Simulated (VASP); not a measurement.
A run of VASP 6.6.1 is set up as follows.

The input INCAR:

```
SYSTEM = Be
PREC = Accurate
ENCUT = 520
EDIFF = 1E-7
ISMEAR = 0
SIGMA = 0.1
LREAL = .False.
LASPH = .True.
NELM = 100
ALGO = Normal
ISIF = 2
LWAVE = .False.
LCHARG = .False.
GGA = PE
NBANDS = 9
```

The input KPOINTS:

```
Automatic mesh
0
Gamma
  21 21 12
  0 0 0
```

POSCAR

```
Be
1.0
    2.2389188265      0.0000000000      0.0000000000
   -1.1194594133      1.9389605807      0.0000000000
    0.0000000000      0.0000000000      3.5336174726
Be
2
Direct
    0.3333333333      0.6666666667      0.2500000000
    0.6666666667      0.3333333333      0.7500000000
```

Potentials or basis: VASP PAW PBE potentials, release 64 (Be).

Launch:

```bash
$ cat potpaw_PBE.64/Be/POTCAR > POTCAR
$ mpirun -np 1 vasp_std > vasp.out
```

(1) What does it give for the band gap on the k mesh?

(2) Estimate the pressure.

Results:

(1) zero (bands 2 and 3 overlap by 2.12 eV).

(2) 4.1 GPa.

Caveat: the cell stands under pressure.
